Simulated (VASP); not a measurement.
HgTe:

```
CELL_PARAMETERS angstrom
0.00000 3.15866 3.15866
3.15866 0.00000 3.15866
3.15866 3.15866 0.00000
ATOMIC_POSITIONS crystal
Hg 0.00000 0.00000 0.00000
Te 0.50000 0.50000 0.50000
```

Base run:

| Item | Value |
| --- | --- |
| Program | VASP 6.6.1 |
| Functional | PBEsol |
| Potentials or basis | VASP PAW PBE potentials, release 64 (Hg, Te) |
| Cutoff | 520 eV |
| k mesh | 7 × 7 × 7 |
| Occupations | fermi-dirac, width 0.05 eV |
| Spin | no spin polarisation |

Its results: band gap on the k mesh zero (band 9 reaches 3.32 eV, above the bottom of band 10 at 1.30 eV); pressure -6.0 GPa.

**Question.** After a change of settings the same cell gave: band gap on the k mesh zero (band 9 reaches 3.24 eV, above the bottom of band 10 at 1.19 eV); pressure -4.3 GPa. Which change was it?
A. functional from PBEsol to PBE
B. functional from PBEsol to LDA; potentials or basis from VASP PAW PBE potentials, release 64 (Hg, Te) to VASP PAW LDA potentials, release 64 (Hg, Te)
C. functional from PBEsol to r2SCAN; further incar settings from ALGO = Normal; EDIFF = 1e-06; NBANDS = 16 to ALGO = Normal; EDIFF = 1e-07; NBANDS = 16

**Answer.** C.

Caveats: the PAW data sets were made with another functional, which shifts forces and pressure a little; spin-orbit coupling is left out, which moves the levels of the heavy elements.
